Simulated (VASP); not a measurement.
Wanted: the native input for a VASP 6.6.1 run.

```
Task                   : single point
Functional             : r2SCAN
Potentials or basis    : VASP PAW PBE potentials, release 64 (Mg_sv, O)
Cutoff                 : 660 eV
k mesh                 : 8 × 8 × 8
Occupations            : gaussian, width 0.05 eV
Spin                   : no spin polarisation
Dipole correction      : no
Second run             : valence_matched
Further INCAR settings : ALGO = Normal; EDIFF = 1e-06; NBANDS = 15
```

Crystal: MgO (Periclase).

```xyz
2
Lattice="0.0000 2.1022 2.1022 2.1022 0.0000 2.1022 2.1022 2.1022 0.0000" Properties=species:S:1:pos:R:3 pbc="T T T"
Mg    0.0000    0.0000    0.0000
O     2.1022    2.1022    2.1022
```

One way to write it, as run:

POSCAR

```
MgO
1.0
    0.0000000000      2.1022130587      2.1022130587
    2.1022130587      0.0000000000      2.1022130587
    2.1022130587      2.1022130587      0.0000000000
Mg O
1 1
Direct
    0.0000000000      0.0000000000      0.0000000000
    0.5000000000      0.5000000000      0.5000000000
```

INCAR.step1

```
SYSTEM = MgO
ALGO = Normal ; EDIFF = 1E-5
ENCUT = 660 ; GGA = PE
GGA_COMPAT = .FALSE. ; ISMEAR = 0
LASPH = .TRUE. ; LCHARG = .FALSE.
LREAL = .FALSE. ; LWAVE = .TRUE.
NBANDS = 15 ; NELM = 120
PREC = Accurate ; SIGMA = 0.05
```

INCAR.step2

```
SYSTEM = MgO
ALGO = Normal ; EDIFF = 1E-6
ENCUT = 660 ; GGA_COMPAT = .FALSE.
ISIF = 2 ; ISMEAR = 0
ISTART = 1 ; LASPH = .TRUE.
LCHARG = .TRUE. ; LELF = .TRUE.
LMIXTAU = .TRUE. ; LREAL = .FALSE.
LVHAR = .TRUE. ; LWAVE = .FALSE.
METAGGA = R2SCAN ; NBANDS = 15
NELM = 120 ; PREC = Accurate
SIGMA = 0.05
```

KPOINTS

```
k-points
0
G
  8 8 8
  0 0 0
```

Potentials or basis: VASP PAW PBE potentials, release 64 (Mg_sv, O).

Launch:

```sh
$ cat potpaw_PBE.64/Mg_sv/POTCAR potpaw_PBE.64/O/POTCAR > POTCAR
$ cp INCAR.step1 INCAR
$ mpirun -np 1 vasp_std > vasp.out
$ cp INCAR.step2 INCAR
$ mpirun -np 1 vasp_std > vasp.out
```

Results of the run:

- Pressure: -0.2 GPa
- Band gap on the k mesh: 5.71 eV, direct

Caveat: the PAW data sets were made with another functional, which shifts forces and pressure a little.

Wall time 31 s on 1 thread of Intel(R) Xeon(R) Platinum 8559C (Emerald Rapids), with other jobs on the host, peak memory 0.16 GiB.
